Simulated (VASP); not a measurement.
Runs of VASP 6.6.1 on C. The structure is that of space group Fmmm (No. 69), or close to it. The cells are those of the table. 

```csv
cell,pressure (GPa),largest force (eV/Å)
"a = 3.886, b = 3.625, c = 2.239 Å, angles 79.1, 66.4, 34.5°, 2 atoms",(a),5.21
"a = 3.834, b = 3.310, c = 2.508 Å, angles 81.2, 58.6, 40.3°, 2 atoms",28.7,1.65
"a = 3.894, b = 3.309, c = 2.601 Å, angles 81.5, 57.2, 41.3°, 2 atoms",(b),0.99
"a = 3.927, b = 3.624, c = 2.312 Å, angles 79.5, 65.1, 35.4°, 2 atoms",47.6,2.50
"a = 4.204, b = 3.629, c = 2.750 Å, angles 81.2, 58.6, 40.3°, 2 atoms",-39.9,0.90
"a = 3.869, b = 3.571, c = 2.278 Å, angles 79.5, 65.1, 35.4°, 2 atoms",(c),2.98
"a = 3.838, b = 3.412, c = 2.408 Å, angles 80.5, 61.3, 38.2°, 2 atoms",39.7,0.89
"a = 3.856, b = 3.517, c = 2.318 Å, angles 79.8, 63.9, 36.3°, 2 atoms",56.1,1.28
"a = 4.227, b = 3.856, c = 2.542 Å, angles 79.8, 63.9, 36.3°, 2 atoms",-27.0,0.11
"a = 3.837, b = 3.260, c = 2.563 Å, angles 81.5, 57.2, 41.3°, 2 atoms",25.1,1.61
```

Alike in all rows: task single point; level PBE+D3(BJ); potentials or basis VASP PAW PBE potentials, release 64 (C); no spin polarisation; k mesh 18 × 18 × 18; cutoff (eV) 520; smearing gaussian 0.03 eV.

Fill in the values left out.

(a) 77.7; (b) 9.2; (c) 66.1.

Caveats: forces of over 1 eV/Å act on the atoms, so gaps and moduli don't describe the material at rest (at least some runs); the stress differs along the axes, from -1 to 206 GPa (at least some runs); the stress differs along the axes, from -35 to 116 GPa (at least some runs); the stress differs along the axes, from -79 to 100 GPa (at least some runs); the stress differs along the axes, from -0 to 124 GPa (at least some runs); the stress differs along the axes, from -102 to 1 GPa (at least some runs); the stress differs along the axes, from 0 to 157 GPa (at least some runs).
